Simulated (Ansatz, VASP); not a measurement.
## One calculation of BiBrO, two programs

The input INCAR:

```
PREC = Accurate
ENCUT = 520
EDIFF = 1E-6
ISMEAR = 0
SIGMA = 0.05
LREAL = F
LASPH = T
NELM = 100
ALGO = Normal
ISIF = 2
LWAVE = F
LCHARG = F
GGA = CA
NBANDS = 37
```

KPOINTS

```
regular mesh
0
Gamma
  8 8 4
```

The input POSCAR:

```
BiBrO
1.0
    3.8179000000      0.0000000000      0.0000000000
    0.0000000000      3.8179000000      0.0000000000
    0.0000000000      0.0000000000      7.6239000000
Bi Br O
2 2 2
Direct
    0.0000000000      0.5000000000      0.1575579020
    0.5000000000      0.0000000000      0.8424420980
    0.0000000000      0.5000000000      0.6517216503
    0.5000000000      0.0000000000      0.3482783497
    0.0000000000      0.0000000000      0.0000000000
    0.5000000000      0.5000000000      0.0000000000
```

Input for Ansatz:

```yaml
crystal:
  lattice:
    - [3.8179, 0.0, 0.0]
    - [0.0, 3.8179, 0.0]
    - [0.0, 0.0, 7.6239]
  atoms:
    - { symbol: Bi, position: [0.0, 0.5, 0.157557902] }
    - { symbol: Bi, position: [0.5, 0.0, 0.842442098] }
    - { symbol: Br, position: [0.0, 0.5, 0.6517216503] }
    - { symbol: Br, position: [0.5, 0.0, 0.3482783497] }
    - { symbol: O, position: [0.0, 0.0, 0.0] }
    - { symbol: O, position: [0.5, 0.5, 0.0] }
basis:
  ecutwfc: 520.0
kpoints:
  mp_grid: { grid: [8, 8, 4] }
hamiltonian:
  xc: lda
  pseudopotentials: { kind: paw }
scf:
  occupations: { method: gaussian, width: 0.05 }
output:
  forces: true
  stress: true
  eigenvalues: true
```

Alike in both runs: task single point; functional LDA; k mesh 8 × 8 × 4; occupations gaussian, width 0.05 eV; no spin polarisation.

|  | VASP | Ansatz |
| --- | --- | --- |
| version | VASP 6.6.1 | Ansatz 0.2.0 |
| potentials or method | VASP PAW LDA potentials, release 64 (Bi_d, Br, O), cutoff 520 eV | scalar-relativistic, plane waves, PAW |
| valence electrons in the cell | 56 | 56 |

Ansatz gave:

| Property | Result |
| --- | --- |
| gap on the k mesh at the Fermi level (eV) | 1.97 |
| least direct gap on the mesh (eV) | 2.20 |
| pressure (GPa) | 7.4 |
| traceless stress, the component that is largest in VASP (GPa) | -0.55 |
| rms of the force components (eV/Å) | 0.334 |

Estimate VASP's values.

gap on the k mesh at the Fermi level (eV): 1.95; least direct gap on the mesh (eV): 2.19; pressure (GPa): 7.8; traceless stress, the component that is largest in VASP (GPa): -0.62; rms of the force components (eV/Å): 0.366.

LDA's correlation is that of Perdew and Zunger in VASP and of Perdew and Wang (1992) in Ansatz. Atom by atom the forces differ by 0.033 eV/Å (rms over components).

Spin-orbit coupling is off throughout.
